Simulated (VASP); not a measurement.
# Ge (Pm-3m) in VASP: a series of runs

The runs below take Ge through single point, relaxation of cell and atoms, with r2SCAN.

All numbers are computed with VASP 6.6.1; they aren't measurements. Logs are shortened: lines on timing, memory, paths and dates and some standing lists are left out, and cuts for length are marked.

### Step 1. The cell of the first run

The structure is cubic, space group Pm-3m (No. 221). Conventional cell: a = 2.785 Å, b = 2.785 Å, c = 2.785 Å, α = 90.00°, β = 90.00°, γ = 90.00°. Ge (site symmetry m-3m) has 6 Ge at 2.78 Å within 3.7 Å.

This isn't the form of Ge at room conditions, which is diamond.

### Step 2. Single point, r2SCAN (21.60 Å³/atom)

Input file POSCAR:

```
Ge
1.0
    2.7848072936      0.0000000000      0.0000000000
    0.0000000000      2.7848072936      0.0000000000
    0.0000000000      0.0000000000      2.7848072936
Ge
1
Direct
    0.0000000000      0.0000000000      0.0000000000
```

Input file INCAR.step1:

```
SYSTEM = Ge
PREC = Accurate
ENCUT = 520
ISMEAR = -1
SIGMA = 0.1
LREAL = .False.
LASPH = .True.
NELM = 60
NBANDS = 13
GGA = PE
ALGO = Normal
EDIFF = 1E-4
LWAVE = .True.
LCHARG = .False.
```

Input file INCAR.step2:

```
SYSTEM = Ge
PREC = Accurate
ENCUT = 520
EDIFF = 1E-7
ISMEAR = -1
SIGMA = 0.1
LREAL = .False.
LASPH = .True.
NELM = 60
ALGO = Normal
ISIF = 2
LWAVE = .False.
LCHARG = .False.
METAGGA = R2SCAN
LMIXTAU = .True.
NBANDS = 13
ISTART = 1
```

Input file KPOINTS:

```
Automatic mesh
0
Gamma
  13 13 13
  0 0 0
```

Potentials or basis: VASP PAW PBE potentials, release 64 (Ge_d).

Launch:

```
$ cat potpaw_PBE.64/Ge_d/POTCAR > POTCAR
$ cp INCAR.step1 INCAR
$ mpirun -np 1 vasp_std > vasp.out
$ cp INCAR.step2 INCAR
$ mpirun -np 1 vasp_std > vasp.out
```

OUTCAR:

```text
SYSTEM = Ge
   PREC = Accurate
   ENCUT = 520
   EDIFF = 1E-7
   ISMEAR = -1
   LREAL = .False.
   LASPH = .True.
   NELM = 60
   ISIF = 2
   METAGGA = R2SCAN
   ISTART = 1

 ion  position               nearest neighbor table
   1  0.000  0.000  0.000-

  LATTYP: Found a simple cubic cell.
 ALAT       =     2.7848072936

  Lattice vectors:

 A1 = (   2.7848072936,   0.0000000000,   0.0000000000)
 A2 = (   0.0000000000,   2.7848072936,   0.0000000000)
 A3 = (   0.0000000000,   0.0000000000,   2.7848072936)

Analysis of symmetry for initial positions (statically):
=====================================================================
 Subroutine PRICEL returns:
 Original cell was already a primitive cell.

 Routine SETGRP: Setting up the symmetry group for a
 simple cubic supercell.

 Subroutine GETGRP returns: Found 48 space group operations
 (whereof 48 operations were pure point group operations)
 out of a pool of 48 trial point group operations.

The static configuration has the point symmetry O_h .

Analysis of symmetry for dynamics (positions and initial velocities):
=====================================================================
 Subroutine PRICEL returns:
 Original cell was already a primitive cell.

 Routine SETGRP: Setting up the symmetry group for a
 simple cubic supercell.

 Subroutine GETGRP returns: Found 48 space group operations
 (whereof 48 operations were pure point group operations)
 out of a pool of 48 trial point group operations.

The dynamic configuration has the point symmetry O_h .

 Subroutine INISYM returns: Found 48 space group operations
 (whereof 48 operations are pure point group operations),
 and found     1 'primitive' translations

----------------------------------------------------------------------------------------

                                     Primitive cell

  volume of cell :      21.5966

  direct lattice vectors                    reciprocal lattice vectors
     2.784807294  0.000000000  0.000000000     0.359091274  0.000000000  0.000000000
     0.000000000  2.784807294  0.000000000     0.000000000  0.359091274  0.000000000
     0.000000000  0.000000000  2.784807294     0.000000000  0.000000000  0.359091274

  length of vectors
     2.784807294  2.784807294  2.784807294     0.359091274  0.359091274  0.359091274

  position of ions in fractional coordinates (direct lattice)
     0.000000000  0.000000000  0.000000000

  ion indices of the primitive-cell ions
   primitive index   ion index
                 1           1

----------------------------------------------------------------------------------------

 KPOINTS: Automatic mesh

Automatic generation of k-mesh.
 Grid dimensions read from file:
 generate k-points for:   13   13   13

 Generating k-lattice:

  Cartesian coordinates                     Fractional coordinates (reciprocal lattice)
     0.027622406  0.000000000  0.000000000     0.076923077  0.000000000  0.000000000
     0.000000000  0.027622406  0.000000000     0.000000000  0.076923077  0.000000000
     0.000000000  0.000000000  0.027622406     0.000000000  0.000000000  0.076923077

  Length of vectors
     0.027622406  0.027622406  0.027622406

  Shift w.r.t. Gamma in fractional coordinates (k-lattice)
     0.000000000  0.000000000  0.000000000

 Subroutine IBZKPT returns following result:
 ===========================================

 Found     84 irreducible k-points:

 Following reciprocal coordinates:
            Coordinates               Weight
  0.000000  0.000000  0.000000      1.000000
  0.076923  0.000000  0.000000      6.000000
  0.153846  0.000000  0.000000      6.000000
  0.230769  0.000000  0.000000      6.000000
  0.307692  0.000000  0.000000      6.000000
  0.384615  0.000000  0.000000      6.000000
[... 16 lines left out ...]
  0.307692  0.307692  0.000000     12.000000
  0.384615  0.307692  0.000000     24.000000
 [... further k-points ...]
   k-points           NKPTS =     84   k-points in BZ     NKDIM =     84   number of bands    NBANDS=     13
   number of dos      NEDOS =    301   number of ions     NIONS =      1
   total plane-waves  NPLWV =  13824
   dimension x,y,z NGX =    24 NGY =   24 NGZ =   24
   dimension x,y,z NGXF=    48 NGYF=   48 NGZF=   48
   ions per type =               1
   NGX,Y,Z   is equivalent  to a cutoff of  14.33, 14.33, 14.33 a.u.
   NGXF,Y,Z  is equivalent  to a cutoff of  28.65, 28.65, 28.65 a.u.
 SYSTEM =  Ge
   PREC   = accura    normal or accurate (medium, high low for compatibility)
   ISTART =      1    job   : 0-new  1-cont  2-samecut
   ICHARG =      0    charge: 1-file 2-atom 10-const
   ISPIN  =      1    spin polarized calculation?
   LNONCOLLINEAR =      F non collinear calculations
   LSORBIT =      F    spin-orbit coupling
   LASPH  =      T    aspherical Exc in radial PAW
   ENCUT  =  520.0 eV  38.22 Ry    6.18 a.u.   5.18  5.18  5.18*2*pi/ulx,y,z
   NELM   =     60;   NELMIN=  2; NELMDL=  0     # of ELM steps
   EDIFF  = 0.1E-06   stopping-criterion for ELM
   LREAL  =      F    real-space projection
   EDIFFG = 0.1E-05   stopping-criterion for IOM
   NSW    =      0    number of steps for IOM
   IBRION =     -1    ionic relax: 0-MD 1-quasi-New 2-CG
   NFREE  =      0    steps in history (QN), initial steepest desc. (CG)
   ISIF   =      2    stress and relaxation
   ISYM   =      2    0-nonsym 1-usesym 2-fastsym
   POTIM  = 0.5000    time-step for ionic-motion
   TEBEG  =    0.0;   TEEND  =   0.0 temperature during run
   PSTRESS=    0.0 pullay stress
   NELECT =      14.0000    total number of electrons
   NUPDOWN=      -1.0000    fix difference up-down
   EMIN   =  10.00;   EMAX   =-10.00  energy-range for DOS
   EFERMI =   0.00;   METHOD = LEGACY
   ISMEAR =    -1;   SIGMA  =   0.10  broadening in eV -4-tet -1-fermi 0-gaus
   EFERMI_NEDOS =   21; number of points for ismear=-14 and -15
   IALGO  =     38    algorithm
   IMIX   =      4    mixing-type and parameters
     AMIX     =   0.40;   BMIX     =  1.00
     AMIX_MAG =   1.60;   BMIX_MAG =  1.00
  volume/ion in A,a.u.               =      21.60       145.74
  Fermi-wavevector in a.u.,A,eV,Ry     =   1.416845  2.677449 27.313015  2.007450
  Thomas-Fermi vector in A             =   2.538137
   LORBIT       =      0    0 simple, 1 ext, 2 COOP (PROOUT), +10 PAW based schemes
   METAGGA = R2SCAN    functional components
   LHFCALC =     F    Hartree Fock is set to
   AEXX    =    0.0000 exact exchange contribution
   IVDW    =     0    specifies the selected vdW correction
   LEPSILON=     F    determine dielectric tensor
   LRPA    =     F    only Hartree local field effects (RPA)
 non-spin polarized calculation
  energy-cutoff  :      520.00
  volume of cell :       21.60
 maximum number of plane-waves:       595
 NGX is ok and might be reduce to    24
   NGX = 11   NGY = 11   NGZ = 11

 number of electron      14.0000012 magnetization

 Free energy of the ion-electron system (eV)
  ---------------------------------------------------
  ext. energy  EPLUGINS =         0.00000000
  ---------------------------------------------------
  free energy    TOTEN  =       -13.47820848 eV

  energy without entropy =      -13.46471397  energy(sigma->0) =      -13.47146123

 E-fermi :   5.0176     XC(G=0): -11.4662

 val. band max:        4.9363694527   @ k =   0.4615   0.4615   0.3846
 cond. band min:       5.0435128416   @ k =   0.3077   0.3077   0.0000
 fundamental gap:      0.1071433889
 Fermi energy:         5.0175982535

 k-point     1 :       0.0000    0.0000    0.0000
  band No.  band energies     occupation
      1     -20.3617      2.00000
      2     -20.3617      2.00000
      3     -20.1547      2.00000
      4     -20.1547      2.00000
      5     -20.1547      2.00000
      6      -7.7241      2.00000
      7      11.4532      0.00000
      8      11.4532      0.00000
      9      11.4532      0.00000
     10      15.1605      0.00000
     11      15.1605      0.00000
     12      17.7411      0.00000
     13      33.7883      0.00000

 k-point     2 :       0.0769    0.0000    0.0000
  band No.  band energies     occupation
      1     -20.3611      2.00000
      2     -20.3524      2.00000
      3     -20.1578      2.00000
      4     -20.1578      2.00000
      5     -20.1545      2.00000
      6      -7.6107      2.00000
      7       9.9356      0.00000
      8      11.5604      0.00000
      9      11.5604      0.00000
     10      15.2618      0.00000
     11      16.2788      0.00000
     12      18.4414      0.00000
     13      30.9669      0.00000

 k-point     3 :       0.1538    0.0000    0.0000
  band No.  band energies     occupation
      1     -20.3594      2.00000
      2     -20.3265      2.00000
      3     -20.1663      2.00000
      4     -20.1663      2.00000
      5     -20.1538      2.00000
      6      -7.2721      2.00000
      7       7.4954      0.00000
      8      11.8747      0.00000
      9      11.8747      0.00000
     10      15.5634      0.00000
     11      17.1483      0.00000
     12      20.8880      0.00000
     13      28.3623      0.00000
[... 305 lines left out ...]
 k-point    23 :       0.3077    0.3077    0.0000
  band No.  band energies     occupation
      1     -20.3001      2.00000
      2     -20.2372      2.00000
      3     -20.1876      2.00000
      4     -20.1865      2.00000
      5     -20.1841      2.00000
      6      -4.2022      2.00000
      7       4.1340      1.99971
      8       5.0435      0.87115
      9      14.2144      0.00000
     10      14.5369      0.00000
     11      19.5972      0.00000
     12      25.3070      0.00000
     13      25.9956      0.00000

 k-point    24 :       0.3846    0.3077    0.0000
  band No.  band energies     occupation
      1     -20.2929      2.00000
      2     -20.2506      2.00000
      3     -20.1973      2.00000
      4     -20.1859      2.00000
      5     -20.1558      2.00000
      6      -3.3163      2.00000
      7       2.6700      2.00000
      8       5.3954      0.04472
      9      12.5961      0.00000
     10      15.1732      0.00000
     11      20.5061      0.00000
     12      24.0585      0.00000
     13      24.8587      0.00000

 [... further k-points ...]

------------------------ aborting loop because EDIFF is reached ----------------------------------------

  FORCE on cell =-STRESS in cart. coord.  units (eV):
  Direction    XX          YY          ZZ          XY          YZ          ZX
  --------------------------------------------------------------------------------------
  -------------------------------------------------------------------------------------
  Total       -0.9333114     -0.9333114     -0.9333114     -0.0000000     -0.0000000      0.0000000
  in kB      -69.2391448    -69.2391448    -69.2391448     -0.0000000     -0.0000000      0.0000000
  external PRESSURE =     -69.2391448 kB  Pullay stress =       0.0000000 kB

 VOLUME and BASIS-vectors are now :
 -----------------------------------------------------------------------------
  energy-cutoff  :      520.00
  volume of cell :       21.60
      direct lattice vectors                 reciprocal lattice vectors
     2.784807294  0.000000000  0.000000000     0.359091274  0.000000000  0.000000000
     0.000000000  2.784807294  0.000000000     0.000000000  0.359091274  0.000000000
     0.000000000  0.000000000  2.784807294     0.000000000  0.000000000  0.359091274

 POSITION                                       TOTAL-FORCE (eV/Angst)
 -----------------------------------------------------------------------------------
      0.00000      0.00000      0.00000         0.000000      0.000000      0.000000
 -----------------------------------------------------------------------------------
    total drift:                                0.000000     -0.000000      0.000000

  FREE ENERGIE OF THE ION-ELECTRON SYSTEM (eV)
  ---------------------------------------------------
  free  energy   TOTEN  =       -13.4782084820 eV

  energy  without entropy=      -13.4647139715  energy(sigma->0) =      -13.47146123
```

It took 71 s on 1 thread of Intel Xeon 8259CL, shared host; peak memory 0.16 GiB.

Results:

| Quantity | Value |
| --- | --- |
| Free energy | -13.4782 eV |
| Pressure | -6.9 GPa |
| Band gap on the k mesh | zero (bands 7 and 8 overlap by 8.70 eV) |

Levels at points of the mesh, in eV from the Fermi level:
```csv
k point,band 5,band 6,band 7,band 8,band 9,band 10
"(0.00, 0.00, 0.00)",-25.17,-12.74,6.44,6.44,6.44,10.14
```

Caveat: the cell stands under tension; the PAW data sets were made with another functional, which shifts forces and pressure a little.

### Step 3. Single point, r2SCAN

This run uses another cell than the first one, of 19.28 Å³/atom.

Input file POSCAR:

```
Ge
1.0
    2.6815700114      0.0000000000      0.0000000000
    0.0000000000      2.6815700114      0.0000000000
    0.0000000000      0.0000000000      2.6815700114
Ge
1
Direct
    0.0000000000      0.0000000000      0.0000000000
```

Input file INCAR.step1:

```
SYSTEM = Ge
ALGO = Normal
EDIFF = 1E-4
ENCUT = 520
GGA = PE
ISMEAR = -1
LASPH = .TRUE.
LCHARG = .FALSE.
LREAL = .FALSE.
LWAVE = .TRUE.
NBANDS = 13
NELM = 80
PREC = Accurate
SIGMA = 0.1
```

Input file INCAR.step2:

```
SYSTEM = Ge
ALGO = Normal
EDIFF = 1E-6
ENCUT = 520
ISIF = 2
ISMEAR = -1
ISTART = 1
LASPH = .TRUE.
LCHARG = .TRUE.
LELF = .TRUE.
LMIXTAU = .TRUE.
LREAL = .FALSE.
LVHAR = .TRUE.
LWAVE = .FALSE.
METAGGA = R2SCAN
NBANDS = 13
NELM = 80
PREC = Accurate
SIGMA = 0.1
```

Input file KPOINTS:

```
k-points
0
G
  19 19 19
  0 0 0
```

Potentials or basis: VASP PAW PBE potentials, release 64 (Ge_d).

Launch:

```
$ cat potpaw_PBE.64/Ge_d/POTCAR > POTCAR
$ cp INCAR.step1 INCAR
$ mpirun -np 1 vasp_std > vasp.out
$ cp INCAR.step2 INCAR
$ mpirun -np 1 vasp_std > vasp.out
```

Wall time 2.2 min (1 thread of Intel Xeon 8259CL, shared host); peak memory 0.17 GiB.

It converged, with:

| Item | Value |
| --- | --- |
| Free energy | -13.5265 eV |
| Pressure | -0.2 GPa |
| Band gap on the k mesh | zero (bands 7 and 8 overlap by 9.75 eV) |

Levels at points of the mesh, in eV from the Fermi level:
| k point | band 3 | band 4 | band 5 | band 6 | band 7 | band 8 | band 9 | band 10 | band 11 | band 12 |
| --- | --- | --- | --- | --- | --- | --- | --- | --- | --- | --- |
| (0.00, 0.00, 0.00) | -25.10 | -25.10 | -25.10 | -13.57 | 7.15 | 7.15 | 7.15 | 10.64 | 10.64 | 14.06 |

Caveat: the PAW data sets were made with another functional, which shifts forces and pressure a little.

(Continued in part 2 of 2.)
